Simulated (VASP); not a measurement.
Bi2Se3: single point with PBE

Crystal: Bi2Se3.

```
Bi Se
1.0
     2.00905    1.15992   10.06115
    -2.00905    1.15992   10.06115
     0.00000   -2.31985   10.06115
Bi Se
2 3
Direct
  0.39897 0.39897 0.39897
  0.60103 0.60103 0.60103
  0.21410 0.21410 0.21410
  0.78590 0.78590 0.78590
  0.00000 0.00000 0.00000
```

This cell differs from its parent crystal: epitaxial xy strain -3.0%.

```
Program             : VASP 6.6.1
Task                : single point
Functional          : PBE
Potentials or basis : VASP PAW PBE potentials, release 64 (Bi_d, Se)
Cutoff              : 520 eV
k mesh              : 8 × 8 × 8
Occupations         : fermi-dirac, width 0.02 eV
Spin                : no spin polarisation
```

```yaml
Pressure: 4.2 GPa
Largest_force: 0.202 eV/Å
Band_gap_on_the_k_mesh: 0.54 eV
```

Forces in eV/Å, atoms in the order of the input:
```
Bi   0.000  0.000 -0.116
Bi   0.000  0.000  0.116
Se   0.000  0.000 -0.202
Se   0.000  0.000  0.202
Se   0.000  0.000  0.000
```

Stress tensor (GPa, compression positive):
```
5.07 0.00 0.00
0.00 5.07 0.00
0.00 0.00 2.33
```

Levels at points of the mesh, in eV from the valence-band top:
| k point | band 22 | band 23 | band 24 | band 25 | band 26 | band 27 |
| --- | --- | --- | --- | --- | --- | --- |
| (0.00, 0.00, 0.00) | -1.09 | -1.09 | 0.00 | 0.54 | 1.68 | 1.68 |
| (0.50, 0.00, 0.00) | -2.29 | -1.30 | -0.75 | 0.88 | 1.99 | 2.64 |
| (0.50, 0.50, 0.00) | -1.86 | -1.55 | -1.39 | 1.10 | 1.82 | 2.45 |
| (0.50, 0.50, 0.50) | -1.19 | -1.19 | -0.60 | 0.84 | 1.86 | 1.86 |

Run time: 54 min on 1 thread of Intel Xeon 8259CL (shared host), peak memory 1 GiB.

Caveat: the cell differs from its parent crystal (epitaxial xy strain -3.0%); the cell stands under pressure; spin-orbit coupling is left out, which moves the levels of the heavy elements. A k mesh can miss the band edges.
